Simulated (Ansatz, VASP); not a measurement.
## Two plane-wave programs on Sn

POSCAR

```
Sn
1.0
   -1.9031242745      1.9031242745      1.9031242745
    1.9031242745     -1.9031242745      1.9031242745
    1.9031242745      1.9031242745     -1.9031242745
Sn
1
Direct
    0.0000000000      0.0000000000      0.0000000000
```

INCAR.step1

```
SYSTEM = Sn
PREC = Accurate
ENCUT = 520
ISMEAR = -1
SIGMA = 0.03
LREAL = .False.
LASPH = .True.
NELM = 60
NBANDS = 13
GGA = PE
ALGO = Normal
EDIFF = 1E-4
LWAVE = .True.
LCHARG = .False.
```

Contents of INCAR.step2:

```
SYSTEM = Sn
PREC = Accurate
ENCUT = 520
EDIFF = 1E-8
ISMEAR = -1
SIGMA = 0.03
LREAL = .False.
LASPH = .True.
NELM = 60
ALGO = Normal
ISIF = 2
LWAVE = .False.
LCHARG = .False.
METAGGA = R2SCAN
LMIXTAU = .True.
LEFG = .True.
NBANDS = 13
ISTART = 1
```

KPOINTS

```
Automatic mesh
0
Gamma
  15 15 15
  0 0 0
```

Input for Ansatz:

```yaml
crystal:
  lattice:
    - [-1.9031242745, 1.9031242745, 1.9031242745]
    - [1.9031242745, -1.9031242745, 1.9031242745]
    - [1.9031242745, 1.9031242745, -1.9031242745]
  atoms:
    - { symbol: Sn, position: [0.0, 0.0, 0.0] }
kpoints:
  mp_grid: { grid: [15, 15, 15] }
  band_path:
    path:
      - [0.0, 0.0, 0.0]
      - [0.5, -0.5, 0.5]
      - [0.0, 0.0, 0.5]
      - [0.0, 0.0, 0.0]
      - [0.25, 0.25, 0.25]
      - [0.5, -0.5, 0.5]
      - [0.25, 0.25, 0.25]
      - [0.0, 0.0, 0.5]
    npoints: 5
scf:
  occupations: { method: fermi_dirac, width: 0.03 }
hamiltonian:
  xc: r2scan
  pseudopotentials: { kind: paw }
output:
  forces: true
  stress: true
  eigenvalues: true
  efg: { contact_densities: true }
  write_density: true
  write_potential: true
  elf: true
  volumetric_format: npy
```

Alike in both runs: task electric field gradients; functional r2SCAN; k mesh 15 × 15 × 15; occupations fermi-dirac, width 0.03 eV; no spin polarisation.

```csv
,VASP,Ansatz
version,VASP 6.6.1,Ansatz 0.2.0
potentials or method,"VASP PAW PBE potentials, release 64 (Sn_d)","PAW with Ansatz's default frozen-core files, scalar-relativistic"
plane-wave cutoff (eV),520,500
valence electrons in the cell,14,14
```

```tsv
	VASP	Ansatz	Ansatz less VASP
pressure (GPa)	-1.3	-1.3	+0.01
```

VASP's potentials were made for PBE, not for r2SCAN.
